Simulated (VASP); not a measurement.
The system is LuGaP2.

```
Ga P Lu
1.0
     3.86852    0.00000    0.00000
     0.00000    3.86852    0.00000
     0.00000    0.00000    5.47091
Ga P Lu
1 2 1
Direct
  0.00000 0.00000 0.00000
  0.00000 0.00000 0.50000
  0.50000 0.50000 0.00000
  0.50000 0.50000 0.50000
```

| Quantity | Value |
| --- | --- |
| Program | VASP 6.6.1 |
| Task | relaxation of cell and atoms |
| Functional | PBE |
| Potentials or basis | VASP PAW PBE potentials, release 64 (Ga_d, P, Lu) |
| Cutoff | 600 eV |
| k mesh | 6 × 6 × 4 |
| Occupations | fermi-dirac, width 0.02 eV |
| Spin | no spin polarisation |

At the start: pressure -1.6 GPa; volume 20.47 Å³/atom.

**Question.** Where does the relaxation end?

**Answer.** Over 6 steps the energy falls by 9.2 meV/atom and the volume is 20.02 Å³/atom (-2.2 %); space group P4/mmm (No. 123, to 0.1 Å) before and after.

Step by step:
| step | energy change (eV) | largest force (eV/Å) | pressure (GPa) | volume (Å³) |
| --- | --- | --- | --- | --- |
| 1 | 0.0000 | 0.0000 | -1.63 | 81.87 |
| 2 | -0.0320 | 0.0000 | 0.64 | 79.41 |
| 3 | -0.0320 | 0.0000 | 0.77 | 79.30 |
| 4 | -0.0368 | 0.0000 | 0.08 | 80.01 |
| 5 | -0.0368 | 0.0000 | 0.04 | 80.07 |
| 6 | -0.0368 | 0.0000 | 0.01 | 80.09 |

Final structure:
```
Ga P Lu
1.0
     3.78990    0.00000    0.00000
     0.00000    3.78990    0.00000
     0.00000    0.00000    5.57565
Ga P Lu
1 2 1
Direct
  0.00000 0.00000 0.00000
  0.00000 0.00000 0.50000
  0.50000 0.50000 0.00000
  0.50000 0.50000 0.50000
```

Caveat: spin-orbit coupling is left out, which moves the levels of the heavy elements.
